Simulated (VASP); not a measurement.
# B2O (P-3m1) in VASP: notebook

B2O is run at these levels: PBE; tasks: single point, relaxation of cell and atoms.

All numbers are computed with VASP 6.6.1; they aren't measurements. Logs are shortened: lines on timing, memory, paths and dates and some standing lists are left out, and cuts for length are marked.

## (1) The cell of the first run

It takes space group P-3m1 (No. 164, trigonal). Conventional cell: a = 2.565 Å, b = 2.565 Å, c = 11.469 Å, α = 90.00°, β = 90.00°, γ = 120.00°. Within 2.1 Å of B (site symmetry 3m) lie 3 O at 1.58 Å and 1 B at 1.75 Å. Within 2.1 Å of B (site symmetry 3m) lie 3 B at 1.57 Å. Within 2.1 Å of O (site symmetry 3m) lie 3 B at 1.58 Å.

## (2) Single point, PBE

INCAR reads:

```
PREC = Accurate
ENCUT = 520
EDIFF = 1E-6
ISMEAR = 0
SIGMA = 0.1
LREAL = F
LASPH = T
NELM = 100
ALGO = Normal
ISIF = 2
LWAVE = F
LCHARG = T
GGA = PE
LELF = T
LVHAR = T
NBANDS = 21
```

KPOINTS reads:

```
regular mesh
0
Gamma
  18 18 4
```

POSCAR reads:

```
B2O
1.0
    2.5647982682      0.0000000000      0.0000000000
   -1.2823991341      2.2211804558      0.0000000000
    0.0000000000      0.0000000000     11.4690721558
B O
4 2
Direct
    0.0000000000      0.0000000000      0.4238543391
    0.0000000000      0.0000000000      0.5761456609
    0.6666666667      0.3333333333      0.0230467650
    0.3333333333      0.6666666667      0.9769532350
    0.6666666667      0.3333333333      0.3754862304
    0.3333333333      0.6666666667      0.6245137696
```

Potentials or basis: VASP PAW PBE potentials, release 64 (B, O).

On the command line:

```bash
$ cat potpaw_PBE.64/B/POTCAR potpaw_PBE.64/O/POTCAR > POTCAR
$ mpirun -np 1 vasp_std > vasp.out
```

OUTCAR:

```text
PREC = Accurate
   ENCUT = 520
   EDIFF = 1E-6
   ISMEAR = 0
   LREAL = F
   LASPH = T
   NELM = 100
   ISIF = 2
   GGA = PE

 ion  position               nearest neighbor table
   1  0.000  0.000  0.424-   5 1.58   5 1.58   5 1.58   2 1.75
   2  0.000  0.000  0.576-   6 1.58   6 1.58   6 1.58   1 1.75
   3  0.667  0.333  0.023-   4 1.57   4 1.57   4 1.57
   4  0.333  0.667  0.977-   3 1.57   3 1.57   3 1.57
   5  0.667  0.333  0.375-   1 1.58   1 1.58   1 1.58
   6  0.333  0.667  0.625-   2 1.58   2 1.58   2 1.58

  LATTYP: Found a hexagonal cell.
 ALAT       =     2.5647982682
 C/A-ratio  =     4.4717248518

  Lattice vectors:

 A1 = (   2.5647982682,   0.0000000000,   0.0000000000)
 A2 = (  -1.2823991341,   2.2211804558,   0.0000000000)
 A3 = (   0.0000000000,   0.0000000000,  11.4690721558)

Analysis of symmetry for initial positions (statically):
=====================================================================
 Subroutine PRICEL returns:
 Original cell was already a primitive cell.

 Routine SETGRP: Setting up the symmetry group for a
 hexagonal supercell.

 Subroutine GETGRP returns: Found 12 space group operations
 (whereof 12 operations were pure point group operations)
 out of a pool of 24 trial point group operations.

The static configuration has the point symmetry D_3d.

Analysis of symmetry for dynamics (positions and initial velocities):
=====================================================================
 Subroutine PRICEL returns:
 Original cell was already a primitive cell.

 Routine SETGRP: Setting up the symmetry group for a
 hexagonal supercell.

 Subroutine GETGRP returns: Found 12 space group operations
 (whereof 12 operations were pure point group operations)
 out of a pool of 24 trial point group operations.

The dynamic configuration has the point symmetry D_3d.

 Subroutine INISYM returns: Found 12 space group operations
 (whereof 12 operations are pure point group operations),
 and found     1 'primitive' translations

----------------------------------------------------------------------------------------

                                     Primitive cell

  volume of cell :      65.3379

  direct lattice vectors                    reciprocal lattice vectors
     2.564798268  0.000000000  0.000000000     0.389894212  0.225105528  0.000000000
    -1.282399134  2.221180456  0.000000000     0.000000000  0.450211057  0.000000000
     0.000000000  0.000000000 11.469072156     0.000000000  0.000000000  0.087191011

  length of vectors
     2.564798268  2.564798268 11.469072156     0.450211057  0.450211057  0.087191011

  position of ions in fractional coordinates (direct lattice)
     0.000000000  0.000000000  0.423854339
     0.000000000  0.000000000  0.576145661
     0.666666667  0.333333333  0.023046765
     0.333333333  0.666666667  0.976953235
     0.666666667  0.333333333  0.375486230
     0.333333333  0.666666667  0.624513770

  ion indices of the primitive-cell ions
   primitive index   ion index
                 1           1
                 2           2
                 3           3
                 4           4
                 5           5
                 6           6

----------------------------------------------------------------------------------------

 KPOINTS: regular mesh

Automatic generation of k-mesh.
 Grid dimensions read from file:
 generate k-points for:   18   18    4

 Generating k-lattice:

  Cartesian coordinates                     Fractional coordinates (reciprocal lattice)
     0.021660790  0.012505863  0.000000000     0.055555556  0.000000000  0.000000000
     0.000000000  0.025011725  0.000000000     0.000000000  0.055555556  0.000000000
     0.000000000  0.000000000  0.021797753     0.000000000  0.000000000  0.250000000

  Length of vectors
     0.025011725  0.025011725  0.021797753

  Shift w.r.t. Gamma in fractional coordinates (k-lattice)
     0.000000000  0.000000000  0.000000000

 Subroutine IBZKPT returns following result:
 ===========================================

 Found    138 irreducible k-points:

 Following reciprocal coordinates:
            Coordinates               Weight
  0.000000  0.000000  0.000000      1.000000
  0.055556  0.000000  0.000000      6.000000
  0.111111  0.000000  0.000000      6.000000
  0.166667  0.000000  0.000000      6.000000
  0.222222  0.000000  0.000000      6.000000
  0.277778  0.000000  0.000000      6.000000
[... 16 lines left out ...]
  0.333333  0.111111  0.000000     12.000000
  0.388889  0.111111  0.000000     12.000000
 [... further k-points ...]
   k-points           NKPTS =    138   k-points in BZ     NKDIM =    138   number of bands    NBANDS=     21
   number of dos      NEDOS =    301   number of ions     NIONS =      6
   total plane-waves  NPLWV =  36000
   dimension x,y,z NGX =    20 NGY =   20 NGZ =   90
   dimension x,y,z NGXF=    40 NGYF=   40 NGZF=  180
   ions per type =               4   2
[... 87 lines left out ...]
[... 13 lines left out ...]
     20      11.1725      0.00000
     21      11.3667      0.00000

 k-point     3 :       0.1111    0.0000    0.0000
  band No.  band energies     occupation
      1     -21.0041      2.00000
      2     -20.4897      2.00000
      3      -9.7359      2.00000
      4      -7.8454      2.00000
      5      -3.8628      2.00000
      6      -3.7415      2.00000
[... 13 lines left out ...]
     20      11.0719      0.00000
     21      11.7598      0.00000

 k-point     4 :       0.1667    0.0000    0.0000
  band No.  band energies     occupation
      1     -20.7745      2.00000
      2     -20.2803      2.00000
      3      -9.3974      2.00000
      4      -7.5614      2.00000
      5      -4.7928      2.00000
      6      -4.5287      2.00000
[... 13 lines left out ...]
     20      11.1072      0.00000
     21      12.3063      0.00000

 k-point     5 :       0.2222    0.0000    0.0000
  band No.  band energies     occupation
      1     -20.4707      2.00000
      2     -20.0066      2.00000
      3      -8.9247      2.00000
      4      -7.2635      2.00000
      5      -5.8316      2.00000
      6      -5.4041      2.00000
[... 13 lines left out ...]
     20      11.3902      0.00000
     21      12.2625      0.00000

 k-point     6 :       0.2778    0.0000    0.0000
  band No.  band energies     occupation
      1     -20.1136      2.00000
      2     -19.6918      2.00000
      3      -8.3192      2.00000
      4      -7.3626      2.00000
      5      -6.8210      2.00000
      6      -5.8190      2.00000
[... 13 lines left out ...]
     20      11.5477      0.00000
     21      12.3949      0.00000

 k-point     7 :       0.3333    0.0000    0.0000
  band No.  band energies     occupation
      1     -19.7357      2.00000
      2     -19.3705      2.00000
      3      -8.0785      2.00000
      4      -7.6946      2.00000
      5      -7.5830      2.00000
      6      -5.4495      2.00000
[... 13 lines left out ...]
     20      11.6647      0.00000
     21      12.9146      0.00000
[... 291 lines left out ...]
      1     -20.3457      2.00000
      2     -19.8951      2.00000
      3      -8.7225      2.00000
      4      -7.1793      2.00000
      5      -5.9525      2.00000
      6      -5.6290      2.00000
[... 13 lines left out ...]
     20      11.3120      0.00000
     21      12.1947      0.00000

 k-point    21 :       0.2222    0.1111    0.0000
  band No.  band energies     occupation
      1     -19.9993      2.00000
      2     -19.5920      2.00000
      3      -8.1178      2.00000
      4      -7.3874      2.00000
      5      -6.8511      2.00000
      6      -5.7639      2.00000
[... 13 lines left out ...]
     20      11.5795      0.00000
     21      12.1263      0.00000

 k-point    22 :       0.2778    0.1111    0.0000
  band No.  band energies     occupation
      1     -19.6340      2.00000
      2     -19.2843      2.00000
      3      -8.0459      2.00000
      4      -7.6580      2.00000
      5      -7.3829      2.00000
      6      -5.3660      2.00000
[... 13 lines left out ...]
     20      11.8938      0.00000
     21      12.6151      0.00000

 k-point    23 :       0.3333    0.1111    0.0000
  band No.  band energies     occupation
      1     -19.2955      2.00000
      2     -19.0171      2.00000
      3      -8.7015      2.00000
      4      -8.3144      2.00000
      5      -6.5215      2.00000
      6      -5.2955      2.00000
[... 13 lines left out ...]
     20      12.5276      0.00000
     21      13.2847      0.00000

 k-point    24 :       0.3889    0.1111    0.0000
  band No.  band energies     occupation
      1     -19.0434      2.00000
      2     -18.8391      2.00000
      3      -9.1548      2.00000
      4      -8.7513      2.00000
      5      -5.5396      2.00000
      6      -5.4675      2.00000
[... 13 lines left out ...]
     20      13.0413      0.00000
     21      13.8159      0.00000

 [... further k-points ...]
[... 5 lines left out ...]
  --------------------------------------------------------------------------------------
  -------------------------------------------------------------------------------------
  Total        0.1530394      0.1530394     -0.0505742      0.0000000     -0.0000000      0.0000000
  in kB        3.7527397      3.7527397     -1.2401508      0.0000000     -0.0000000      0.0000000
  external PRESSURE =       2.0884429 kB  Pullay stress =       0.0000000 kB

 VOLUME and BASIS-vectors are now :
 -----------------------------------------------------------------------------
  energy-cutoff  :      520.00
  volume of cell :       65.34
      direct lattice vectors                 reciprocal lattice vectors
     2.564798268  0.000000000  0.000000000     0.389894212  0.225105528  0.000000000
    -1.282399134  2.221180456  0.000000000     0.000000000  0.450211057  0.000000000
     0.000000000  0.000000000 11.469072156     0.000000000  0.000000000  0.087191011

 POSITION                                       TOTAL-FORCE (eV/Angst)
 -----------------------------------------------------------------------------------
      0.00000      0.00000      4.86122         0.000000      0.000000     -0.013075
      0.00000      0.00000      6.60786         0.000000      0.000000      0.013075
      1.28240      0.74039      0.26433         0.000000     -0.000000      0.011454
     -0.00000      1.48079     11.20475         0.000000      0.000000     -0.011454
      1.28240      0.74039      4.30648        -0.000000      0.000000      0.009906
     -0.00000      1.48079      7.16259         0.000000     -0.000000     -0.009906
 -----------------------------------------------------------------------------------
    total drift:                                0.000000     -0.000000      0.000000

  FREE ENERGIE OF THE ION-ELECTRON SYSTEM (eV)
  ---------------------------------------------------
  free  energy   TOTEN  =       -39.6290241579 eV

  energy  without entropy=      -39.6236889261  energy(sigma->0) =      -39.62635654
```

It took 11 min on 1 thread of AMD EPYC, shared host; peak memory 0.24 GiB.

What came out:

- Free energy: -39.6290 eV
- Pressure: 0.2 GPa
- Largest force: 0.013 eV/Å
- Band gap on the k mesh: zero (band 12 reaches 5.82 eV, above the bottom of band 13 at 1.89 eV)

Forces on the atoms (eV/Å):
```
B    0.000  0.000 -0.013
B    0.000  0.000  0.013
B    0.000  0.000  0.011
B    0.000  0.000 -0.011
O    0.000  0.000  0.010
O    0.000  0.000 -0.010
```

Caveat: this functional lacks dispersion, which binds the layers, so the pressure and a relaxed spacing across them are unreliable.

## (3) Relaxation of cell and atoms, PBE

This run uses another cell than the first one, of 10.85 Å³/atom, 0.997 times its volume.

INCAR reads:

```
SYSTEM = B2O
PREC     = Accurate       ! precision mode
ENCUT    = 600            ! plane-wave cutoff, eV
EDIFF    = 1E-6           ! SCF threshold, eV
ISMEAR   = 0              ! smearing method
SIGMA    = 0.1            ! smearing width, eV
LREAL    = .FALSE.        ! projectors in reciprocal space
LASPH    = .TRUE.         ! aspherical terms in the spheres
NELM     = 100            ! most SCF steps
ALGO     = Normal         ! electronic algorithm
ISIF     = 3              ! what is computed and relaxed
LWAVE    = .FALSE.        ! write WAVECAR
LCHARG   = .FALSE.        ! write CHGCAR
GGA      = PE             ! functional
IBRION   = 2              ! ionic algorithm
NSW      = 100            ! ionic steps
EDIFFG   = -0.01          ! ionic threshold
```

KPOINTS reads:

```
regular mesh
0
G
  18 18 4
  0 0 0
```

POSCAR reads:

```
B2O
1.0
    2.6249797815      0.0000000000      0.0000000000
   -1.3124898907      2.2732991752      0.0000000000
    0.0000000000      0.0000000000     10.9139983205
B O
4 2
Direct
    0.0000000000      0.0000000000      0.4204326843
    0.0000000000      0.0000000000      0.5795673157
    0.6666666667      0.3333333333      0.0126006046
    0.3333333333      0.6666666667      0.9873993954
    0.6666666667      0.3333333333      0.3706733987
    0.3333333333      0.6666666667      0.6293266013
```

Potentials or basis: VASP PAW PBE potentials, release 64 (B, O).

On the command line:

```bash
$ cat potpaw_PBE.64/B/POTCAR potpaw_PBE.64/O/POTCAR > POTCAR
$ mpirun -np 1 vasp_std > vasp.out
```

It took 86 min on 1 thread of AMD EPYC, shared host; peak memory 0.29 GiB.

The run converged. Its results:

```yaml
Free_energy: -39.6430 eV
Relaxed_volume: 10.45 Å³/atom
Relaxed_cell: a = 2.568 Å, b = 2.568 Å, c = 10.980 Å, α = 90.00°, β = 90.00°, γ = 120.00°
Space_group_after_relaxing_to_0.05_Å: P-3m1 (No. 164)
Energy_gained_by_relaxing: 4.5 meV/atom
Ionic_steps: 22
Pressure_after_relaxing: -0.1 GPa
Largest_force_after_relaxing: 0.009 eV/Å
Band_gap_on_the_k_mesh: zero (band 12 reaches 6.28 eV, above the bottom of band 13 at 2.21 eV)
```

Forces in eV/Å, atoms in the order of the input:
```
B    0.000  0.000 -0.009
B    0.000  0.000  0.009
B    0.000  0.000  0.006
B    0.000  0.000 -0.006
O    0.000  0.000  0.009
O    0.000  0.000 -0.009
```

Step by step:
```
step  energy change (eV)  largest force (eV/Å)  pressure (GPa)  volume (Å³)
   1              0.0000                0.1424           -0.37        65.13
   2             -0.0024                0.1522            0.04        64.89
   3             -0.0043                0.2000            0.72        64.46
   4             -0.0052                0.1837            0.69        64.43
   5             -0.0076                0.1610            0.63        64.33
   6             -0.0119                0.1383            0.37        64.14
   7             -0.0184                0.1811           -0.22        63.76
   8             -0.0131                0.6164           -1.66        63.00
   9             -0.0201                0.2963           -0.60        63.55
  10             -0.0203                0.3534           -0.74        63.45
  11             -0.0214                0.3356           -0.83        63.34
  12             -0.0230                0.2851           -1.03        63.02
  13             -0.0246                0.2057           -0.79        62.96
  14             -0.0266                0.0572           -0.11        62.77
  15             -0.0267                0.0468           -0.08        62.76
  16             -0.0268                0.0170            0.06        62.71
  17             -0.0268                0.0199            0.07        62.71
  18             -0.0268                0.0164            0.02        62.72
  19             -0.0269                0.0127           -0.03        62.73
  20             -0.0269                0.0115           -0.04        62.74
  21             -0.0269                0.0103           -0.06        62.73
  22             -0.0269                0.0092           -0.07        62.71
```

Final structure:
```xyz
6
Lattice="2.5681 0.0000 0.0000 -1.2841 2.2240 0.0000 0.0000 0.0000 10.9796" Properties=species:S:1:pos:R:3 pbc="T T T"
B     0.0000    0.0000    4.6168
B    -1.2841    2.2240    6.3628
B     1.2841    0.7413    0.2605
B     0.0000    1.4827   10.7192
O     1.2841    0.7413    4.0635
O     0.0000    1.4827    6.9162
```

Levels at points of the mesh, in eV from the Fermi level:
| k point | band 9 | band 10 | band 11 | band 12 | band 13 | band 14 | band 15 | band 16 |
| --- | --- | --- | --- | --- | --- | --- | --- | --- |
| (0.00, 0.00, 0.00) | -5.37 | -4.39 | -1.75 | 3.35 | 3.55 | 3.55 | 4.20 | 5.16 |
| (0.50, 0.00, 0.00) | -6.07 | -6.04 | -2.95 | -0.12 | 0.97 | 2.61 | 3.29 | 4.99 |
| (0.00, 0.00, 0.50) | -5.37 | -4.47 | -1.66 | 3.09 | 3.55 | 3.55 | 4.64 | 4.91 |
| (0.50, 0.00, 0.50) | -6.07 | -6.05 | -2.95 | -0.12 | 0.96 | 2.67 | 3.22 | 5.00 |

Caveat: this functional lacks dispersion, which binds the layers, so the pressure and a relaxed spacing across them are unreliable.

## (4) Single point, PBE

This run uses another cell than the first one, of 10.85 Å³/atom, 0.997 times its volume.

INCAR reads:

```
PREC = Accurate ; ENCUT = 520
EDIFF = 1E-7 ; ISMEAR = 0
SIGMA = 0.1 ; LREAL = F
LASPH = T ; NELM = 100
ALGO = Normal ; ISIF = 2
LWAVE = F ; LCHARG = F
GGA = PE ; NBANDS = 21
```

KPOINTS reads:

```
regular mesh
0
Gamma
  9 9 4
```

POSCAR is that of step 3.

On the command line:

```bash
$ cat potpaw_PBE.64/B/POTCAR potpaw_PBE.64/O/POTCAR > POTCAR
$ mpirun -np 1 vasp_std > vasp.out
```

It took 3.8 min on 1 thread of AMD EPYC, shared host; peak memory 0.16 GiB.

It converged, with:

* Free energy: -39.5804 eV
* Pressure: 0.2 GPa
* Largest force: 0.021 eV/Å
* Band gap on the k mesh: zero (band 12 reaches 5.38 eV, above the bottom of band 13 at 2.22 eV)

Forces in eV/Å, atoms in the order of the input:
```
B    0.000  0.000 -0.021
B    0.000  0.000  0.021
B    0.000  0.000  0.017
B    0.000  0.000 -0.017
O    0.000  0.000  0.013
O    0.000  0.000 -0.013
```

Stress tensor (GPa, compression positive):
```
0.26 0.00 0.00
0.00 0.26 0.00
0.00 0.00 0.07
```

Levels at points of the mesh, in eV from the Fermi level:
| k point | band 10 | band 11 | band 12 | band 13 | band 14 | band 15 |
| --- | --- | --- | --- | --- | --- | --- |
| (0.00, 0.00, 0.00) | -3.73 | -1.42 | 3.02 | 3.02 | 3.73 | 4.25 |
| (0.00, 0.00, 0.50) | -3.81 | -1.34 | 3.02 | 3.02 | 3.53 | 4.50 |

Caveat: this functional lacks dispersion, which binds the layers, so the pressure and a relaxed spacing across them are unreliable.

## (5) Summary

```csv
task,cell,k mesh,cutoff (eV),gap on the mesh (eV),pressure (GPa),largest force (eV/Å)
single point,"a = 2.565, b = 2.565, c = 11.469 Å, angles 90.0, 90.0, 120.0°, 6 atoms",18 × 18 × 4,520,none,0.2,0.01
relaxation of cell and atoms,"relaxed from a = 2.625, b = 2.625, c = 10.914 Å, angles 90.0, 90.0, 120.0°, 6 atoms",18 × 18 × 4,600,none,-0.1,0.01
single point,"a = 2.625, b = 2.625, c = 10.914 Å, angles 90.0, 90.0, 120.0°, 6 atoms",9 × 9 × 4,520,none,0.2,0.02
```

Alike in all rows: level PBE; potentials or basis VASP PAW PBE potentials, release 64 (B, O); no spin polarisation; smearing gaussian 0.1 eV.

Caveats: this functional lacks dispersion, which binds the layers, so the pressure and a relaxed spacing across them are unreliable.

Total energies depend on the potentials used, so only differences within one code and one set of settings carry meaning.
